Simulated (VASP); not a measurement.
Wanted: the native input for a VASP 6.6.1 run.

* Task: relaxation of cell and atoms
* Functional: PBE
* Potentials or basis: VASP PAW PBE potentials, release 64 (Si, C)
* Cutoff: 600 eV
* k mesh: 18 × 18 × 8
* Occupations: gaussian, width 0.1 eV
* Spin: no spin polarisation
* Dipole correction: no
* Further INCAR settings: ALGO = Normal; EDIFF = 1e-07; IBRION = 2; EDIFFG = -0.01; NSW = 100; ISIF = 3

The structure of Si3C lies in POSCAR:

```
Si3C
1.0
    2.6511745210      0.0000000000      0.0000000000
    0.0000000000      2.6511745210      0.0000000000
    0.0000000000      0.0000000000      7.1068134602
Si C
3 1
Direct
    0.0000000000      0.0000000000      0.8318094066
    0.5000000000      0.5000000000      0.5000000000
    0.0000000000      0.0000000000      0.1681905934
    0.5000000000      0.5000000000      0.0000000000
```

One way to write it, as run:

INCAR

```
ALGO = Normal ; EDIFF = 1E-7
EDIFFG = -0.01 ; ENCUT = 600
GGA = PE ; IBRION = 2
ISIF = 3 ; ISMEAR = 0
LASPH = T ; LCHARG = F
LREAL = F ; LWAVE = F
NELM = 60 ; NSW = 100
PREC = Accurate ; SIGMA = 0.1
```

KPOINTS

```
k-points
0
Gamma
  18 18 8
```

Potentials or basis: VASP PAW PBE potentials, release 64 (Si, C).

Launch:

```bash
$ cat potpaw_PBE.64/Si/POTCAR potpaw_PBE.64/C/POTCAR > POTCAR
$ mpirun -np 1 vasp_std > vasp.out
```

Results of the run:

The relaxed volume is 11.63 Å³/atom, the relaxed cell is a = 2.749 Å, b = 2.749 Å, c = 6.153 Å, α = 90.00°, β = 90.00°, γ = 90.00° and the space group after relaxing (to 0.05 Å) is P4/mmm (No. 123). The energy gained by relaxing is 37.7 meV/atom. The ionic steps are 22 and the pressure after relaxing is 0.1 GPa.

Run time: 49 min on 1 thread of Oxide Virtual Turin-like Processor (shared host), peak memory 0.3 GiB.
